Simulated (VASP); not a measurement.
Write the native input for VASP 6.6.1 that does the following.

| Property | Result |
| --- | --- |
| Task | single point |
| Functional | PBE |
| Potentials or basis | VASP PAW PBE potentials, release 64 (Bi_d, Te) |
| Cutoff | 520 eV |
| k mesh | 10 × 10 × 10 |
| Occupations | fermi-dirac, width 0.08 eV |
| Spin | no spin polarisation |
| Dipole correction | no |
| Further INCAR settings | ALGO = Normal; EDIFF = 1e-06; NBANDS = 18 |

The structure of BiTe lies in POSCAR:

```
BiTe
1.0
    0.0000000000      3.2564244654      3.2564244654
    3.2564244654      0.0000000000      3.2564244654
    3.2564244654      3.2564244654      0.0000000000
Bi Te
1 1
Direct
    0.0000000000      0.0000000000      0.0000000000
    0.5000000000      0.5000000000      0.5000000000
```

This cell differs from its parent crystal: volume scaled by 1.02.

These files were run (other wordings do the same):

INCAR

```
  ALGO = Normal
  EDIFF = 1E-6
  ENCUT = 520
  GGA = PE
  ISIF = 2
  ISMEAR = -1
  LASPH = T
  LCHARG = F
  LREAL = F
  LWAVE = F
  NBANDS = 18
  NELM = 60
  PREC = Accurate
  SIGMA = 0.08
```

KPOINTS

```
k-points
0
Gamma
  10 10 10
```

Potentials or basis: VASP PAW PBE potentials, release 64 (Bi_d, Te).

Run with:

```console
$ cat potpaw_PBE.64/Bi_d/POTCAR potpaw_PBE.64/Te/POTCAR > POTCAR
$ mpirun -np 1 vasp_std > vasp.out
```

It gave:

```json
{"Pressure": "-0.2 GPa"}
```

Wall time 76 s on 1 thread of AMD EPYC 7R43 64-Core Processor (Zen 3) (shared host), peak memory 0.2 GiB.
